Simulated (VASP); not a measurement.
# Fe (P6_3/mmc) in VASP: single point with PBE

Aim: the single point of Fe with PBE.

Everything below comes from runs of VASP 6.6.1. Logs are shortened: lines on timing, memory, paths and dates and some standing lists are left out, and cuts for length are marked.

### Step 1. The cell of the first run

The structure is hexagonal, space group P6_3/mmc (No. 194). Conventional cell: a = 2.525 Å, b = 2.525 Å, c = 4.374 Å, α = 90.00°, β = 90.00°, γ = 120.00°. Fe (site symmetry -6m2) has 12 Fe at 2.52 to 2.63 Å within 3.3 Å.

This isn't the form of Fe at room conditions, which is bcc.

### Step 2. Single point, PBE, collinear spin, antiferromagnetic start

INCAR

```
SYSTEM = Fe
ALGO = Normal ; EDIFF = 1E-6
ENCUT = 690 ; GGA = PE
GGA_COMPAT = .False. ; ISIF = 2
ISMEAR = 0 ; ISPIN = 2
LASPH = .True. ; LCHARG = .False.
LMAXMIX = 4 ; LORBIT = 11
LREAL = .False. ; LWAVE = .False.
MAGMOM = 2.5 -2.5 ; NBANDS = 27
NELM = 200 ; PREC = Accurate
SIGMA = 0.05
```

KPOINTS

```
k-points
0
Gamma
  18 18 10
  0 0 0
```

POSCAR

```
Fe
1.0
    2.5248651795      0.0000000000      0.0000000000
   -1.2624325897      2.1865973866      0.0000000000
    0.0000000000      0.0000000000      4.3740008733
Fe
2
Direct
    0.3333333333      0.6666666667      0.7500000000
    0.6666666667      0.3333333333      0.2500000000
```

Potentials or basis: VASP PAW PBE potentials, release 64 (Fe_sv).

Run with:

```console
$ cat potpaw_PBE.64/Fe_sv/POTCAR > POTCAR
$ mpirun -np 1 vasp_std > vasp.out
```

OUTCAR:

```text
SYSTEM = Fe
   EDIFF = 1E-6
   ENCUT = 690
   GGA = PE
   ISIF = 2
   ISMEAR = 0
   ISPIN = 2
   LASPH = .True.
   LORBIT = 11
   LREAL = .False.
   NELM = 200
   PREC = Accurate

 ion  position               nearest neighbor table
   1  0.333  0.667  0.750-
   2  0.667  0.333  0.250-

  LATTYP: Found a hexagonal cell.
 ALAT       =     2.5248651795
 C/A-ratio  =     1.7323700722

  Lattice vectors:

 A1 = (   2.5248651795,   0.0000000000,   0.0000000000)
 A2 = (  -1.2624325897,   2.1865973866,   0.0000000000)
 A3 = (   0.0000000000,   0.0000000000,   4.3740008733)

Analysis of symmetry for initial positions (statically):
=====================================================================
 Subroutine PRICEL returns:
 Original cell was already a primitive cell.

 Routine SETGRP: Setting up the symmetry group for a
 hexagonal supercell.

 Subroutine GETGRP returns: Found 24 space group operations
 (whereof 12 operations were pure point group operations)
 out of a pool of 24 trial point group operations.

The static configuration has the point symmetry D_3d.
 The point group associated with its full space group is D_6h.

Analysis of symmetry for dynamics (positions and initial velocities):
=====================================================================
 Subroutine PRICEL returns:
 Original cell was already a primitive cell.

 Routine SETGRP: Setting up the symmetry group for a
 hexagonal supercell.

 Subroutine GETGRP returns: Found 24 space group operations
 (whereof 12 operations were pure point group operations)
 out of a pool of 24 trial point group operations.

The dynamic configuration has the point symmetry D_3d.
 The point group associated with its full space group is D_6h.

Analysis of structural, dynamic, and magnetic symmetry:
=====================================================================
 Subroutine PRICEL returns:
 Original cell was already a primitive cell.

 Routine SETGRP: Setting up the symmetry group for a
 hexagonal supercell.

 Subroutine GETGRP returns: Found 24 space group operations
 (whereof 12 operations were pure point group operations)
 out of a pool of 24 trial point group operations.

The overall configuration has the point symmetry D_3d.
 The point group associated with its full space group is D_6h.

 Subroutine INISYM returns: Found 24 space group operations
 (whereof 12 operations are pure point group operations),
 and found     1 'primitive' translations
[... 116 lines left out ...]
  volume/ion in A,a.u.               =      12.07        81.48
  Fermi-wavevector in a.u.,A,eV,Ry     =   1.798165  3.398039 43.993040  3.233397
  Thomas-Fermi vector in A             =   2.859359
   LORBIT       =     11    0 simple, 1 ext, 2 COOP (PROOUT), +10 PAW based schemes
   GGA     = PE    functional components
   LHFCALC =     F    Hartree Fock is set to
   AEXX    =    0.0000 exact exchange contribution
   IVDW    =     0    specifies the selected vdW correction
   LEPSILON=     F    determine dielectric tensor
   LRPA    =     F    only Hartree local field effects (RPA)
 spin polarized calculation
 Gauss-broadening in eV      SIGMA  =   0.05
  energy-cutoff  :      690.00
  volume of cell :       24.15
 maximum number of plane-waves:      1027
 NGX is ok and might be reduce to    24
   NGX = 11   NGY = 11   NGZ = 19

 number of electron      32.0000016 magnetization       0.0000000

 number of electron      32.0000016 magnetization      -0.0000000

 Free energy of the ion-electron system (eV)
  ---------------------------------------------------
  ext. energy  EPLUGINS =         0.00000000
  ---------------------------------------------------
  free energy    TOTEN  =       -16.25771422 eV

  energy without entropy =      -16.25322969  energy(sigma->0) =      -16.25547196

 E-fermi :  11.3671     XC(G=0): -13.3560

 val. band max:       11.3669874583   @ k =   0.2778   0.2222   0.0000
 cond. band min:      11.3682425982   @ k =   0.0000   0.0000   0.5000
 fundamental gap:      0.0012551399
 Fermi energy:        11.3670719391

 spin component 1

 k-point     1 :       0.0000    0.0000    0.0000
  band No.  band energies     occupation
      1     -76.8224      1.00000
      2     -74.4803      1.00000
      3     -43.0111      1.00000
      4     -42.6031      1.00000
      5     -42.6031      1.00000
      6     -40.6669      1.00000
[... 709 lines left out ...]
     26      30.3955      0.00000
     27      32.7892      0.00000

 [... further k-points ...]

 spin component 2

 k-point     1 :       0.0000    0.0000    0.0000
  band No.  band energies     occupation
      1     -76.8224      1.00000
      2     -74.4803      1.00000
      3     -43.0111      1.00000
      4     -42.6031      1.00000
      5     -42.6031      1.00000
      6     -40.6669      1.00000
[... 709 lines left out ...]
     26      30.3955      0.00000
     27      32.7892      0.00000

 [... further k-points ...]

------------------------ aborting loop because EDIFF is reached ----------------------------------------

  FORCE on cell =-STRESS in cart. coord.  units (eV):
  Direction    XX          YY          ZZ          XY          YZ          ZX
  --------------------------------------------------------------------------------------
  -------------------------------------------------------------------------------------
  Total       -1.7949592     -1.7949592     -3.2766379     -0.0000000      0.0000000     -0.0000000
  in kB     -119.0910940   -119.0910940   -217.3968004     -0.0000000      0.0000000     -0.0000000
  external PRESSURE =    -151.8596628 kB  Pullay stress =       0.0000000 kB

 VOLUME and BASIS-vectors are now :
 -----------------------------------------------------------------------------
  energy-cutoff  :      690.00
  volume of cell :       24.15
      direct lattice vectors                 reciprocal lattice vectors
     2.524865179  0.000000000  0.000000000     0.396060751  0.228665781  0.000000000
    -1.262432590  2.186597387  0.000000000     0.000000000  0.457331563  0.000000000
     0.000000000  0.000000000  4.374000873     0.000000000  0.000000000  0.228623640

 POSITION                                       TOTAL-FORCE (eV/Angst)
 -----------------------------------------------------------------------------------
     -0.00000      1.45773      3.28050         0.000000      0.000000      0.000000
      1.26243      0.72887      1.09350        -0.000000     -0.000000      0.000000
 -----------------------------------------------------------------------------------
    total drift:                                0.000000     -0.000000      0.000000

  FREE ENERGIE OF THE ION-ELECTRON SYSTEM (eV)
  ---------------------------------------------------
  free  energy   TOTEN  =       -16.2577142242 eV

  energy  without entropy=      -16.2532296950  energy(sigma->0) =      -16.25547196

 total charge

# of ion       s       p       d       tot
------------------------------------------
    1        2.181   6.029   5.496  13.707
    2        2.181   6.029   5.496  13.707
--------------------------------------------------
tot          4.362  12.059  10.993  27.413

 magnetization (x)

# of ion       s       p       d       tot
------------------------------------------
    1        0.006   0.009   1.957   1.972
    2       -0.006  -0.009  -1.957  -1.972
--------------------------------------------------
tot          0.000   0.000   0.000   0.000
```

OSZICAR:

```text
N       E                     dE             d eps       ncg     rms          rms(c)
DAV:   1     0.747166708769E+03    0.74717E+03   -0.22221E+04 24075   0.232E+03
DAV:   2     0.346870375387E+02   -0.71248E+03   -0.68373E+03 24009   0.728E+02
DAV:   3    -0.171781346471E+02   -0.51865E+02   -0.50350E+02 26270   0.248E+02
DAV:   4    -0.188546791936E+02   -0.16765E+01   -0.16753E+01 28555   0.551E+01
DAV:   5    -0.189322395908E+02   -0.77560E-01   -0.77558E-01 28598   0.117E+01    0.173E+01
DAV:   6    -0.167913659530E+02    0.21409E+01   -0.13662E+01 25482   0.726E+01    0.171E+01
DAV:   7    -0.162782527029E+02    0.51311E+00   -0.22880E+00 25858   0.307E+01    0.449E+00
DAV:   8    -0.162668323220E+02    0.11420E-01   -0.59760E-02 30519   0.427E+00    0.126E+00
DAV:   9    -0.162581947361E+02    0.86376E-02   -0.81389E-03 33840   0.140E+00    0.525E-01
DAV:  10    -0.162576063813E+02    0.58835E-03   -0.39700E-03 30119   0.122E+00    0.911E-02
DAV:  11    -0.162576863841E+02   -0.80003E-04   -0.23577E-04 26307   0.191E-01    0.628E-02
DAV:  12    -0.162577114567E+02   -0.25073E-04   -0.26047E-05 40998   0.570E-02    0.385E-02
DAV:  13    -0.162577139937E+02   -0.25370E-05   -0.81608E-06 32575   0.430E-02    0.183E-02
DAV:  14    -0.162577142242E+02   -0.23056E-06   -0.10170E-06 15791   0.146E-02
   1 F= -.16257714E+02 E0= -.16255472E+02  d E =-.448453E-02  mag=     0.0000
```

stdout:

```text
POSCAR found type information on POSCAR Fe
 POSCAR found :  1 types and       2 ions
 scaLAPACK will be used
 LDA part: xc-table for (Slater+PW92), standard interpolation
 POSCAR, INCAR and KPOINTS ok, starting setup
 FFT: planning ... GRIDC
 FFT: planning ... GRID_SOFT
 FFT: planning ... GRID
 WAVECAR not read
 entering main loop
```

It took 3.8 min on 1 thread of Intel Xeon Platinum 8488C (Sapphire Rapids), shared host; peak memory 0.39 GiB.

What came out:

* Free energy: -16.2577 eV
* Pressure: -15.2 GPa
* Band gap on the k mesh: zero (filled and empty bands overlap)
* Net moment: 0.00 μB per cell
* Site moments: Fe +1.97, -1.97 μB
* Valence electrons inside the program's atomic spheres: Fe 13.71

Caveat: the stress differs along the axes, from -22 to -12 GPa; the antiferromagnetic order is the one typed at the start, and another may lie lower.
